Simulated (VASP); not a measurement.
# Zr (P6_3/mmc) in VASP: a series of runs

The runs below take Zr through single point, with PBEsol.

All numbers are computed with VASP 6.6.1; they aren't measurements. Logs are shortened: lines on timing, memory, paths and dates and some standing lists are left out, and cuts for length are marked.

## Step 1: The cell of the first run

It takes space group P6_3/mmc (No. 194, hexagonal). Conventional cell: a = 3.210 Å, b = 3.210 Å, c = 5.112 Å, α = 90.00°, β = 90.00°, γ = 120.00°. Zr (site symmetry -6m2) has 12 Zr at 3.16 to 3.21 Å within 4.2 Å.

## Step 2: Single point, PBEsol

The input, INCAR:

```
ALGO     = Normal         # electronic algorithm
EDIFF    = 1E-6           # SCF threshold, eV
ENCUT    = 520            # plane-wave cutoff, eV
GGA      = PS             # functional
ISIF     = 2              # what is computed and relaxed
ISMEAR   = 0              # smearing method
LASPH    = True           # aspherical terms in the spheres
LCHARG   = False          # write CHGCAR
LREAL    = False          # projectors in reciprocal space
LWAVE    = False          # write WAVECAR
NBANDS   = 19             # bands
NELM     = 100            # most SCF steps
PREC     = Accurate       # precision mode
SIGMA    = 0.05           # smearing width, eV
```

The input, KPOINTS:

```
k-points
0
Gamma
  17 17 9
```

The input, POSCAR:

```
Zr
1.0
    3.2100899671      0.0000000000      0.0000000000
   -1.6050449836      2.7800194599      0.0000000000
    0.0000000000      0.0000000000      5.1121117502
Zr
2
Direct
    0.3333333333      0.6666666667      0.2500000000
    0.6666666667      0.3333333333      0.7500000000
```

Potentials or basis: VASP PAW PBE potentials, release 64 (Zr_sv).

Run with:

```bash
cat potpaw_PBE.64/Zr_sv/POTCAR > POTCAR
mpirun -np 1 vasp_std > vasp.out
```

OUTCAR:

```text
EDIFF = 1E-6
   ENCUT = 520
   GGA = PS
   ISIF = 2
   ISMEAR = 0
   LASPH = True
   LREAL = False
   NELM = 100
   PREC = Accurate

 ion  position               nearest neighbor table
   1  0.333  0.667  0.250-   2 3.16   2 3.16   2 3.16   2 3.16   2 3.16   2 3.16
   2  0.667  0.333  0.750-   1 3.16   1 3.16   1 3.16   1 3.16   1 3.16   1 3.16

  LATTYP: Found a hexagonal cell.
 ALAT       =     3.2100899671
 C/A-ratio  =     1.5925135440

  Lattice vectors:

 A1 = (   3.2100899671,   0.0000000000,   0.0000000000)
 A2 = (  -1.6050449836,   2.7800194599,   0.0000000000)
 A3 = (   0.0000000000,   0.0000000000,   5.1121117502)

Analysis of symmetry for initial positions (statically):
=====================================================================
 Subroutine PRICEL returns:
 Original cell was already a primitive cell.

 Routine SETGRP: Setting up the symmetry group for a
 hexagonal supercell.

 Subroutine GETGRP returns: Found 24 space group operations
 (whereof 12 operations were pure point group operations)
 out of a pool of 24 trial point group operations.

The static configuration has the point symmetry D_3d.
 The point group associated with its full space group is D_6h.

Analysis of symmetry for dynamics (positions and initial velocities):
=====================================================================
 Subroutine PRICEL returns:
 Original cell was already a primitive cell.

 Routine SETGRP: Setting up the symmetry group for a
 hexagonal supercell.

 Subroutine GETGRP returns: Found 24 space group operations
 (whereof 12 operations were pure point group operations)
 out of a pool of 24 trial point group operations.

The dynamic configuration has the point symmetry D_3d.
 The point group associated with its full space group is D_6h.

 Subroutine INISYM returns: Found 24 space group operations
 (whereof 12 operations are pure point group operations),
 and found     1 'primitive' translations

----------------------------------------------------------------------------------------

                                     Primitive cell

  volume of cell :      45.6211

  direct lattice vectors                    reciprocal lattice vectors
     3.210089967  0.000000000  0.000000000     0.311517749  0.179854856  0.000000000
    -1.605044984  2.780019460  0.000000000     0.000000000  0.359709712  0.000000000
     0.000000000  0.000000000  5.112111750     0.000000000  0.000000000  0.195613877

  length of vectors
     3.210089967  3.210089967  5.112111750     0.359709712  0.359709712  0.195613877

  position of ions in fractional coordinates (direct lattice)
     0.333333333  0.666666667  0.250000000
     0.666666667  0.333333333  0.750000000

  ion indices of the primitive-cell ions
   primitive index   ion index
                 1           1
                 2           2

----------------------------------------------------------------------------------------

 KPOINTS: k-points

Automatic generation of k-mesh.
 Grid dimensions read from file:
 generate k-points for:   17   17    9

 Generating k-lattice:

  Cartesian coordinates                     Fractional coordinates (reciprocal lattice)
     0.018324573  0.010579697  0.000000000     0.058823529  0.000000000  0.000000000
     0.000000000  0.021159395  0.000000000     0.000000000  0.058823529  0.000000000
     0.000000000  0.000000000  0.021734875     0.000000000  0.000000000  0.111111111

  Length of vectors
     0.021159395  0.021159395  0.021734875

  Shift w.r.t. Gamma in fractional coordinates (k-lattice)
     0.000000000  0.000000000  0.000000000

 Subroutine IBZKPT returns following result:
 ===========================================

 Found    165 irreducible k-points:

 Following reciprocal coordinates:
            Coordinates               Weight
  0.000000  0.000000  0.000000      1.000000
  0.058824  0.000000  0.000000      6.000000
  0.117647  0.000000  0.000000      6.000000
  0.176471  0.000000  0.000000      6.000000
  0.235294  0.000000  0.000000      6.000000
  0.294118  0.000000  0.000000      6.000000
[... 16 lines left out ...]
  0.411765  0.117647  0.000000     12.000000
  0.176471  0.176471  0.000000      6.000000
 [... further k-points ...]
   k-points           NKPTS =    165   k-points in BZ     NKDIM =    165   number of bands    NBANDS=     19
   number of dos      NEDOS =    301   number of ions     NIONS =      2
   total plane-waves  NPLWV =  23040
   dimension x,y,z NGX =    24 NGY =   24 NGZ =   40
   dimension x,y,z NGXF=    48 NGYF=   48 NGZF=   80
   ions per type =               2
   NGX,Y,Z   is equivalent  to a cutoff of  12.43, 12.43, 13.01 a.u.
   NGXF,Y,Z  is equivalent  to a cutoff of  24.86, 24.86, 26.02 a.u.
 SYSTEM =  unknown system
   PREC   = accura    normal or accurate (medium, high low for compatibility)
   ISTART =      0    job   : 0-new  1-cont  2-samecut
   ICHARG =      2    charge: 1-file 2-atom 10-const
   ISPIN  =      1    spin polarized calculation?
   LNONCOLLINEAR =      F non collinear calculations
   LSORBIT =      F    spin-orbit coupling
   LASPH  =      T    aspherical Exc in radial PAW
   ENCUT  =  520.0 eV  38.22 Ry    6.18 a.u.   5.97  5.97  9.51*2*pi/ulx,y,z
   NELM   =    100;   NELMIN=  2; NELMDL= -5     # of ELM steps
   EDIFF  = 0.1E-05   stopping-criterion for ELM
   LREAL  =      F    real-space projection
   EDIFFG = 0.1E-04   stopping-criterion for IOM
   NSW    =      0    number of steps for IOM
   IBRION =     -1    ionic relax: 0-MD 1-quasi-New 2-CG
   NFREE  =      0    steps in history (QN), initial steepest desc. (CG)
   ISIF   =      2    stress and relaxation
   ISYM   =      2    0-nonsym 1-usesym 2-fastsym
   POTIM  = 0.5000    time-step for ionic-motion
   TEBEG  =    0.0;   TEEND  =   0.0 temperature during run
   PSTRESS=    0.0 pullay stress
   NELECT =      24.0000    total number of electrons
   NUPDOWN=      -1.0000    fix difference up-down
   EMIN   =  10.00;   EMAX   =-10.00  energy-range for DOS
   EFERMI =   0.00;   METHOD = LEGACY
   ISMEAR =     0;   SIGMA  =   0.05  broadening in eV -4-tet -1-fermi 0-gaus
   EFERMI_NEDOS =   21; number of points for ismear=-14 and -15
   IALGO  =     38    algorithm
   IMIX   =      4    mixing-type and parameters
     AMIX     =   0.40;   BMIX     =  1.00
     AMIX_MAG =   1.60;   BMIX_MAG =  1.00
  volume/ion in A,a.u.               =      22.81       153.93
  Fermi-wavevector in a.u.,A,eV,Ry     =   1.321570  2.497405 23.763212  1.746547
  Thomas-Fermi vector in A             =   2.451314
   LORBIT       =      0    0 simple, 1 ext, 2 COOP (PROOUT), +10 PAW based schemes
   GGA     = PS    functional components
   LHFCALC =     F    Hartree Fock is set to
   AEXX    =    0.0000 exact exchange contribution
   IVDW    =     0    specifies the selected vdW correction
   LEPSILON=     F    determine dielectric tensor
   LRPA    =     F    only Hartree local field effects (RPA)
 non-spin polarized calculation
 Gauss-broadening in eV      SIGMA  =   0.05
  energy-cutoff  :      520.00
  volume of cell :       45.62
 maximum number of plane-waves:      1245
 NGX is ok and might be reduce to    24
   NGX = 11   NGY = 11   NGZ = 19

 number of electron      24.0000000 magnetization

 Free energy of the ion-electron system (eV)
  ---------------------------------------------------
  ext. energy  EPLUGINS =         0.00000000
  ---------------------------------------------------
  free energy    TOTEN  =       -18.16073840 eV

  energy without entropy =      -18.15837588  energy(sigma->0) =      -18.15955714

 E-fermi :   9.1136     XC(G=0): -11.2961

 val. band max:        9.1053143540   @ k =   0.0000   0.0000   0.4444
 cond. band min:       9.1177514429   @ k =   0.1176   0.0588   0.3333
 fundamental gap:      0.0124370889
 Fermi energy:         9.1135519125

 k-point     1 :       0.0000    0.0000    0.0000
  band No.  band energies     occupation
      1     -39.6057      2.00000
      2     -39.4356      2.00000
      3     -18.1999      2.00000
      4     -17.2601      2.00000
      5     -17.2601      2.00000
      6     -17.1136      2.00000
[... 11 lines left out ...]
     18      11.2573      0.00000
     19      13.6320      0.00000

 k-point     2 :       0.0588    0.0000    0.0000
  band No.  band energies     occupation
      1     -39.6013      2.00000
      2     -39.4338      2.00000
      3     -18.1884      2.00000
      4     -17.2856      2.00000
      5     -17.2685      2.00000
      6     -17.1345      2.00000
[... 11 lines left out ...]
     18      11.1671      0.00000
     19      13.7006      0.00000

 k-point     3 :       0.1176    0.0000    0.0000
  band No.  band energies     occupation
      1     -39.5887      2.00000
      2     -39.4287      2.00000
      3     -18.1549      2.00000
      4     -17.3588      2.00000
      5     -17.2922      2.00000
      6     -17.2096      2.00000
[... 11 lines left out ...]
     18      11.0126      0.00000
     19      13.8671      0.00000

 k-point     4 :       0.1765    0.0000    0.0000
  band No.  band energies     occupation
      1     -39.5692      2.00000
      2     -39.4214      2.00000
      3     -18.1015      2.00000
      4     -17.4696      2.00000
      5     -17.3269      2.00000
      6     -17.3204      2.00000
[... 11 lines left out ...]
     18      11.4280      0.00000
     19      14.0614      0.00000

 k-point     5 :       0.2353    0.0000    0.0000
  band No.  band energies     occupation
      1     -39.5448      2.00000
      2     -39.4132      2.00000
      3     -18.0320      2.00000
      4     -17.6028      2.00000
      5     -17.4494      2.00000
      6     -17.3672      2.00000
[... 11 lines left out ...]
     18      11.9791      0.00000
     19      14.2354      0.00000
[... 334 lines left out ...]
      2     -39.4004      2.00000
      3     -17.8450      2.00000
      4     -17.8427      2.00000
      5     -17.7082      2.00000
      6     -17.4700      2.00000
[... 11 lines left out ...]
     18      14.0129      0.00000
     19      14.2711      0.00000

 k-point    22 :       0.3529    0.1176    0.0000
  band No.  band energies     occupation
      1     -39.4641      2.00000
      2     -39.3997      2.00000
      3     -17.9297      2.00000
      4     -17.7663      2.00000
      5     -17.7630      2.00000
      6     -17.5132      2.00000
[... 11 lines left out ...]
     18      14.3044      0.00000
     19      14.7967      0.00000

 k-point    23 :       0.4118    0.1176    0.0000
  band No.  band energies     occupation
      1     -39.4513      2.00000
      2     -39.4010      2.00000
      3     -17.9747      2.00000
      4     -17.7923      2.00000
      5     -17.7147      2.00000
      6     -17.5362      2.00000
[... 11 lines left out ...]
     18      14.3191      0.00000
     19      15.4157      0.00000

 k-point    24 :       0.1765    0.1765    0.0000
  band No.  band energies     occupation
      1     -39.5121      2.00000
      2     -39.4046      2.00000
      3     -17.9326      2.00000
      4     -17.6712      2.00000
      5     -17.6670      2.00000
      6     -17.3957      2.00000
[... 11 lines left out ...]
     18      13.2107      0.00000
     19      14.1428      0.00000

 [... further k-points ...]
[... 5 lines left out ...]
  --------------------------------------------------------------------------------------
  -------------------------------------------------------------------------------------
  Total       -0.4493503     -0.4493503     -0.2827188      0.0000000      0.0000000      0.0000000
  in kB      -15.7808433    -15.7808433     -9.9288719      0.0000000      0.0000000      0.0000000
  external PRESSURE =     -13.8301862 kB  Pullay stress =       0.0000000 kB

 VOLUME and BASIS-vectors are now :
 -----------------------------------------------------------------------------
  energy-cutoff  :      520.00
  volume of cell :       45.62
      direct lattice vectors                 reciprocal lattice vectors
     3.210089967  0.000000000  0.000000000     0.311517749  0.179854856  0.000000000
    -1.605044984  2.780019460  0.000000000     0.000000000  0.359709712  0.000000000
     0.000000000  0.000000000  5.112111750     0.000000000  0.000000000  0.195613877

 POSITION                                       TOTAL-FORCE (eV/Angst)
 -----------------------------------------------------------------------------------
     -0.00000      1.85335      1.27803         0.000000     -0.000000      0.000000
      1.60504      0.92667      3.83408        -0.000000      0.000000      0.000000
 -----------------------------------------------------------------------------------
    total drift:                               -0.000000      0.000000     -0.000000

  FREE ENERGIE OF THE ION-ELECTRON SYSTEM (eV)
  ---------------------------------------------------
  free  energy   TOTEN  =       -18.1607384041 eV

  energy  without entropy=      -18.1583758762  energy(sigma->0) =      -18.15955714
```

Run time: 1.7 min. Hardware: 1 thread of Intel Xeon Platinum 8488C (Sapphire Rapids), shared host; peak memory 0.24 GiB.

Results:

```yaml
Free_energy: -18.1607 eV
Pressure: -1.4 GPa
Band_gap_on_the_k_mesh: zero (band 12 reaches 10.05 eV, above the bottom of band 13 at 8.89 eV)
```

Caveat: the PAW data sets were made with another functional, which shifts forces and pressure a little.

## Step 3: Single point, PBEsol

This run uses another cell than the first one, of 22.14 Å³/atom, 0.970 times its volume.

The input, INCAR:

```
PREC = Accurate
ENCUT = 520
EDIFF = 1E-6
ISMEAR = 0
SIGMA = 0.05
LREAL = False
LASPH = True
NELM = 100
ALGO = Normal
ISIF = 2
LWAVE = False
LCHARG = True
GGA = PS
LELF = True
LVHAR = True
NBANDS = 19
```

The input, KPOINTS:

```
regular mesh
0
Gamma
  17 17 9
```

The input, POSCAR:

```
Zr
1.0
    3.1781466543      0.0000000000      0.0000000000
   -1.5890733272      2.7523557396      0.0000000000
    0.0000000000      0.0000000000      5.0612415919
Zr
2
Direct
    0.3333333333      0.6666666667      0.2500000000
    0.6666666667      0.3333333333      0.7500000000
```

Potentials or basis: VASP PAW PBE potentials, release 64 (Zr_sv).

Run with:

```bash
cat potpaw_PBE.64/Zr_sv/POTCAR > POTCAR
mpirun -np 1 vasp_std > vasp.out
```

It took 1.8 min on 1 thread of Intel Xeon Platinum 8175M at 2.50GHz (Skylake/Cascade Lake), shared host; peak memory 0.24 GiB.

Results (log left out):

```yaml
Free_energy: -18.1594 eV
Pressure: 1.6 GPa
Band_gap_on_the_k_mesh: zero (band 12 reaches 10.39 eV, above the bottom of band 13 at 9.20 eV)
```

Stress tensor (GPa, compression positive):
```
1.31 0.00 0.00
0.00 1.31 0.00
0.00 0.00 2.21
```

Levels at points of the mesh, in eV from the Fermi level:
| k point | band 9 | band 10 | band 11 | band 12 | band 13 | band 14 | band 15 | band 16 |
| --- | --- | --- | --- | --- | --- | --- | --- | --- |
| (0.00, 0.00, 0.00) | -5.78 | -3.21 | 0.84 | 0.84 | 1.00 | 1.36 | 1.58 | 1.58 |

Caveat: the PAW data sets were made with another functional, which shifts forces and pressure a little.

## Step 4: Single point, PBEsol

This run uses another cell than the first one, of 22.47 Å³/atom, 0.985 times its volume.

The input, INCAR:

```
PREC     = Accurate       # precision mode
ENCUT    = 520            # plane-wave cutoff, eV
EDIFF    = 1E-6           # SCF threshold, eV
ISMEAR   = 0              # smearing method
SIGMA    = 0.05           # smearing width, eV
LREAL    = False          # projectors in reciprocal space
LASPH    = True           # aspherical terms in the spheres
NELM     = 100            # most SCF steps
ALGO     = Normal         # electronic algorithm
ISIF     = 2              # what is computed and relaxed
LWAVE    = False          # write WAVECAR
LCHARG   = False          # write CHGCAR
GGA      = PS             # functional
NBANDS   = 19             # bands
```

The input, KPOINTS:

```
Automatic mesh
0
Gamma
  17 17 9
```

The input, POSCAR:

```
Zr
1.0
    3.1941981723      0.0000000000      0.0000000000
   -1.5970990862      2.7662567620      0.0000000000
    0.0000000000      0.0000000000      5.0868038518
Zr
2
Direct
    0.3333333333      0.6666666667      0.2500000000
    0.6666666667      0.3333333333      0.7500000000
```

Run with:

```bash
cat potpaw_PBE.64/Zr_sv/POTCAR > POTCAR
mpirun -np 1 vasp_std > vasp.out
```

It took 2.3 min on 1 thread of Intel Xeon Platinum 8175M at 2.50GHz (Skylake/Cascade Lake), shared host; peak memory 0.24 GiB.

It converged, with:

- Free energy: -18.1632 eV
- Pressure: 0.1 GPa
- Band gap on the k mesh: zero (band 12 reaches 10.22 eV, above the bottom of band 13 at 9.04 eV)

Stress tensor (GPa, compression positive):
```
-0.18  0.00  0.00
 0.00 -0.18  0.00
 0.00  0.00  0.55
```

Levels at points of the mesh, in eV from the Fermi level:
| k point | band 9 | band 10 | band 11 | band 12 | band 13 | band 14 | band 15 | band 16 |
| --- | --- | --- | --- | --- | --- | --- | --- | --- |
| (0.00, 0.00, 0.00) | -5.76 | -3.16 | 0.84 | 0.84 | 1.00 | 1.30 | 1.57 | 1.57 |

Caveat: the PAW data sets were made with another functional, which shifts forces and pressure a little.

## Step 5: Overview

```tsv
cell	gap on the mesh (eV)	pressure (GPa)
a = 3.210, b = 3.210, c = 5.112 Å, angles 90.0, 90.0, 120.0°, 2 atoms	none	-1.4
a = 3.178, b = 3.178, c = 5.061 Å, angles 90.0, 90.0, 120.0°, 2 atoms	none	1.6
a = 3.194, b = 3.194, c = 5.087 Å, angles 90.0, 90.0, 120.0°, 2 atoms	none	0.1
```

Alike in all rows: task single point; level PBEsol; potentials or basis VASP PAW PBE potentials, release 64 (Zr_sv); no spin polarisation; k mesh 17 × 17 × 9; cutoff (eV) 520; smearing gaussian 0.05 eV.

Caveats: the PAW data sets were made with another functional, which shifts forces and pressure a little.

Total energies depend on the potentials used, so only differences within one code and one set of settings carry meaning.
